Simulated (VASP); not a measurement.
# CsI (Pm-3m) in VASP: a series of runs

Runs on CsI. Level: r2SCAN. Tasks: single point.

All numbers are computed with VASP 6.6.1; they aren't measurements. Logs are shortened: lines on timing, memory, paths and dates and some standing lists are left out, and cuts for length are marked.

## Step 1: The cell of the first run

The structure is cubic, space group Pm-3m (No. 221). Conventional cell: a = 4.611 Å, b = 4.611 Å, c = 4.611 Å, α = 90.00°, β = 90.00°, γ = 90.00°. Within 5.2 Å of Cs (site symmetry m-3m) lie 8 I at 3.99 Å and 6 Cs at 4.61 Å. Within 5.2 Å of I (site symmetry m-3m) lie 8 Cs at 3.99 Å and 6 I at 4.61 Å.

## Step 2: Single point, r2SCAN

POSCAR

```
CsI
1.0
    4.6107299255      0.0000000000      0.0000000000
    0.0000000000      4.6107299255      0.0000000000
    0.0000000000      0.0000000000      4.6107299255
Cs I
1 1
Direct
    0.0000000000      0.0000000000      0.0000000000
    0.5000000000      0.5000000000      0.5000000000
```

INCAR.step1

```
SYSTEM = CsI
PREC = Accurate
ENCUT = 520
ISMEAR = -1
SIGMA = 0.02
LREAL = .False.
LASPH = .True.
NELM = 100
NBANDS = 15
GGA = PE
ALGO = Normal
EDIFF = 1E-4
LWAVE = .True.
LCHARG = .False.
```

INCAR.step2

```
SYSTEM = CsI
PREC = Accurate
ENCUT = 520
EDIFF = 1E-7
ISMEAR = -1
SIGMA = 0.02
LREAL = .False.
LASPH = .True.
NELM = 100
ALGO = Normal
ISIF = 2
LWAVE = .False.
LCHARG = .True.
METAGGA = R2SCAN
LMIXTAU = .True.
LELF = .True.
LVHAR = .True.
NBANDS = 15
ISTART = 1
```

KPOINTS

```
regular mesh
0
Gamma
  6 6 6
  0 0 0
```

Potentials or basis: VASP PAW PBE potentials, release 64 (Cs_sv, I).

Started as:

```console
cat potpaw_PBE.64/Cs_sv/POTCAR potpaw_PBE.64/I/POTCAR > POTCAR
cp INCAR.step1 INCAR
mpirun -np 1 vasp_std > vasp.out
cp INCAR.step2 INCAR
mpirun -np 1 vasp_std > vasp.out
```

OUTCAR:

```text
SYSTEM = CsI
   PREC = Accurate
   ENCUT = 520
   EDIFF = 1E-7
   ISMEAR = -1
   LREAL = .False.
   LASPH = .True.
   NELM = 100
   ISIF = 2
   METAGGA = R2SCAN
   ISTART = 1

 ion  position               nearest neighbor table
   1  0.000  0.000  0.000-
   2  0.500  0.500  0.500-

  LATTYP: Found a simple cubic cell.
 ALAT       =     4.6107299255

  Lattice vectors:

 A1 = (   4.6107299255,   0.0000000000,   0.0000000000)
 A2 = (   0.0000000000,   4.6107299255,   0.0000000000)
 A3 = (   0.0000000000,   0.0000000000,   4.6107299255)

Analysis of symmetry for initial positions (statically):
=====================================================================
 Subroutine PRICEL returns:
 Original cell was already a primitive cell.

 Routine SETGRP: Setting up the symmetry group for a
 simple cubic supercell.

 Subroutine GETGRP returns: Found 48 space group operations
 (whereof 48 operations were pure point group operations)
 out of a pool of 48 trial point group operations.

The static configuration has the point symmetry O_h .

Analysis of symmetry for dynamics (positions and initial velocities):
=====================================================================
 Subroutine PRICEL returns:
 Original cell was already a primitive cell.

 Routine SETGRP: Setting up the symmetry group for a
 simple cubic supercell.

 Subroutine GETGRP returns: Found 48 space group operations
 (whereof 48 operations were pure point group operations)
 out of a pool of 48 trial point group operations.

The dynamic configuration has the point symmetry O_h .

 Subroutine INISYM returns: Found 48 space group operations
 (whereof 48 operations are pure point group operations),
 and found     1 'primitive' translations

----------------------------------------------------------------------------------------

                                     Primitive cell

  volume of cell :      98.0187

  direct lattice vectors                    reciprocal lattice vectors
     4.610729926  0.000000000  0.000000000     0.216885399  0.000000000  0.000000000
     0.000000000  4.610729926  0.000000000     0.000000000  0.216885399  0.000000000
[... 84 lines left out ...]
   IBRION =     -1    ionic relax: 0-MD 1-quasi-New 2-CG
   NFREE  =      0    steps in history (QN), initial steepest desc. (CG)
   ISIF   =      2    stress and relaxation
   ISYM   =      2    0-nonsym 1-usesym 2-fastsym
   POTIM  = 0.5000    time-step for ionic-motion
   TEBEG  =    0.0;   TEEND  =   0.0 temperature during run
   PSTRESS=    0.0 pullay stress
   NELECT =      16.0000    total number of electrons
   NUPDOWN=      -1.0000    fix difference up-down
   EMIN   =  10.00;   EMAX   =-10.00  energy-range for DOS
   EFERMI =   0.00;   METHOD = LEGACY
   ISMEAR =    -1;   SIGMA  =   0.02  broadening in eV -4-tet -1-fermi 0-gaus
   EFERMI_NEDOS =   21; number of points for ismear=-14 and -15
   IALGO  =     38    algorithm
   IMIX   =      4    mixing-type and parameters
     AMIX     =   0.40;   BMIX     =  1.00
     AMIX_MAG =   1.60;   BMIX_MAG =  1.00
  volume/ion in A,a.u.               =      49.01       330.73
  Fermi-wavevector in a.u.,A,eV,Ry     =   0.894702  1.690742 10.891354  0.800492
  Thomas-Fermi vector in A             =   2.016941
   LORBIT       =      0    0 simple, 1 ext, 2 COOP (PROOUT), +10 PAW based schemes
   METAGGA = R2SCAN    functional components
   LHFCALC =     F    Hartree Fock is set to
   AEXX    =    0.0000 exact exchange contribution
   IVDW    =     0    specifies the selected vdW correction
   LEPSILON=     F    determine dielectric tensor
   LRPA    =     F    only Hartree local field effects (RPA)
 non-spin polarized calculation
  energy-cutoff  :      520.00
  volume of cell :       98.02
 maximum number of plane-waves:      2666
 NGX is ok and might be reduce to    36
   NGX = 17   NGY = 17   NGZ = 17

 number of electron      16.0000002 magnetization

 Free energy of the ion-electron system (eV)
  ---------------------------------------------------
  ext. energy  EPLUGINS =         0.00000000
  ---------------------------------------------------
  free energy    TOTEN  =       -53.12568427 eV

  energy without entropy =      -53.12568427  energy(sigma->0) =      -53.12568427

 E-fermi :   0.8088     XC(G=0):  -7.9932

 val. band max:        0.3417760411   @ k =   0.5000   0.5000   0.0000
 cond. band min:       4.8348508939   @ k =   0.0000   0.0000   0.0000
 fundamental gap:      4.4930748528
 Fermi energy:         0.8087791033

 k-point     1 :       0.0000    0.0000    0.0000
  band No.  band energies     occupation
      1     -20.6562      2.00000
      2     -10.5798      2.00000
      3      -6.9877      2.00000
      4      -6.9877      2.00000
      5      -6.9877      2.00000
      6       0.2494      2.00000
      7       0.2494      2.00000
      8       0.2494      2.00000
      9       4.8349      0.00000
     10       4.9955      0.00000
     11       4.9955      0.00000
     12       8.6833      0.00000
     13       8.6833      0.00000
     14       8.6833      0.00000
[... 329 lines left out ...]
      2     -10.3077      2.00000
      3      -7.2202      2.00000
      4      -7.2202      2.00000
      5      -7.2202      2.00000
      6      -0.9076      2.00000
      7      -0.9076      2.00000
      8      -0.9076      2.00000
      9       7.9929      0.00000
     10       7.9929      0.00000
     11       7.9929      0.00000
     12       8.7368      0.00000
     13       8.7368      0.00000
     14       8.7368      0.00000
     15      10.5916      0.00000

------------------------ aborting loop because EDIFF is reached ----------------------------------------

  FORCE on cell =-STRESS in cart. coord.  units (eV):
  Direction    XX          YY          ZZ          XY          YZ          ZX
  --------------------------------------------------------------------------------------
  -------------------------------------------------------------------------------------
  Total        0.0192652      0.0192652      0.0192652      0.0000000      0.0000000      0.0000000
  in kB        0.3149018      0.3149018      0.3149018      0.0000000      0.0000000      0.0000000
  external PRESSURE =       0.3149018 kB  Pullay stress =       0.0000000 kB

 VOLUME and BASIS-vectors are now :
 -----------------------------------------------------------------------------
  energy-cutoff  :      520.00
  volume of cell :       98.02
      direct lattice vectors                 reciprocal lattice vectors
     4.610729926  0.000000000  0.000000000     0.216885399  0.000000000  0.000000000
     0.000000000  4.610729926  0.000000000     0.000000000  0.216885399  0.000000000
     0.000000000  0.000000000  4.610729926     0.000000000  0.000000000  0.216885399

 POSITION                                       TOTAL-FORCE (eV/Angst)
 -----------------------------------------------------------------------------------
      0.00000      0.00000      0.00000         0.000000      0.000000      0.000000
      2.30536      2.30536      2.30536         0.000000      0.000000      0.000000
 -----------------------------------------------------------------------------------
    total drift:                                0.000000      0.000000      0.000000

  FREE ENERGIE OF THE ION-ELECTRON SYSTEM (eV)
  ---------------------------------------------------
  free  energy   TOTEN  =       -53.1256842674 eV

  energy  without entropy=      -53.1256842673  energy(sigma->0) =      -53.12568427
```

It took 55 s on 1 thread of Intel Xeon 6975P-C (Granite Rapids), shared host; peak memory 0.22 GiB.

Results:

- Free energy: -53.1257 eV
- Pressure: 0.0 GPa
- Band gap on the k mesh: 4.49 eV, indirect (least direct gap 4.59 eV)

Caveat: the PAW data sets were made with another functional, which shifts forces and pressure a little; spin-orbit coupling is left out, which moves the levels of the heavy elements. A k mesh can miss the band edges.

## Step 3: Single point, r2SCAN

POSCAR

```
CsI
1.0
    4.6108168973      0.0000000000      0.0000000000
    0.0000000000      4.6108168973      0.0000000000
    0.0000000000      0.0000000000      4.6108168973
Cs I
1 1
Direct
    0.0000000000      0.0000000000      0.0000000000
    0.5000000000      0.5000000000      0.5000000000
```

INCAR.step1

```
SYSTEM = CsI
PREC     = Accurate       ! precision mode
ENCUT    = 520            ! plane-wave cutoff, eV
ISMEAR   = -1             ! smearing method
SIGMA    = 0.02           ! smearing width, eV
LREAL    = .FALSE.        ! projectors in reciprocal space
LASPH    = .TRUE.         ! aspherical terms in the spheres
NELM     = 100            ! most SCF steps
NBANDS   = 15             ! bands
GGA      = PE             ! functional
ALGO     = Normal         ! electronic algorithm
EDIFF    = 1E-4           ! SCF threshold, eV
LWAVE    = .TRUE.         ! write WAVECAR
LCHARG   = .FALSE.        ! write CHGCAR
```

INCAR.step2

```
SYSTEM = CsI
PREC     = Accurate       ! precision mode
ENCUT    = 520            ! plane-wave cutoff, eV
EDIFF    = 1E-6           ! SCF threshold, eV
ISMEAR   = -1             ! smearing method
SIGMA    = 0.02           ! smearing width, eV
LREAL    = .FALSE.        ! projectors in reciprocal space
LASPH    = .TRUE.         ! aspherical terms in the spheres
NELM     = 100            ! most SCF steps
ALGO     = Normal         ! electronic algorithm
ISIF     = 2              ! what is computed and relaxed
LWAVE    = .FALSE.        ! write WAVECAR
LCHARG   = .FALSE.        ! write CHGCAR
METAGGA  = R2SCAN         ! meta-GGA
LMIXTAU  = .TRUE.       
NBANDS   = 15             ! bands
ISTART   = 1
```

KPOINTS

```
Automatic mesh
0
G
  6 6 6
  0 0 0
```

Potentials or basis: VASP PAW PBE potentials, release 64 (Cs_sv, I).

Started as:

```console
cat potpaw_PBE.64/Cs_sv/POTCAR potpaw_PBE.64/I/POTCAR > POTCAR
cp INCAR.step1 INCAR
mpirun -np 1 vasp_std > vasp.out
cp INCAR.step2 INCAR
mpirun -np 1 vasp_std > vasp.out
```

It took 47 s on 1 thread of Intel Xeon 6975P-C (Granite Rapids), shared host; peak memory 0.22 GiB.

Results (log left out):

| Item | Value |
| --- | --- |
| Free energy | -53.1257 eV |
| Pressure | 0.0 GPa |
| Band gap on the k mesh | 4.49 eV, indirect (least direct gap 4.59 eV) |

Levels at points of the mesh, in eV from the valence-band top:
| k point | band 4 | band 5 | band 6 | band 7 | band 8 | band 9 | band 10 | band 11 | band 12 | band 13 |
| --- | --- | --- | --- | --- | --- | --- | --- | --- | --- | --- |
| (0.00, 0.00, 0.00) | -7.33 | -7.33 | -0.09 | -0.09 | -0.09 | 4.49 | 4.65 | 4.65 | 8.34 | 8.34 |
| (0.50, 0.00, 0.00) | -7.27 | -7.27 | -1.48 | -0.22 | -0.22 | 5.67 | 7.02 | 7.21 | 7.37 | 8.47 |
| (0.50, 0.50, 0.00) | -7.66 | -7.24 | -0.85 | -0.85 | 0.00 | 4.76 | 5.50 | 6.67 | 6.67 | 10.11 |
| (0.50, 0.50, 0.50) | -7.56 | -7.56 | -1.25 | -1.25 | -1.25 | 7.65 | 7.65 | 7.65 | 8.40 | 8.40 |

Caveat: the PAW data sets were made with another functional, which shifts forces and pressure a little; spin-orbit coupling is left out, which moves the levels of the heavy elements. A k mesh can miss the band edges.
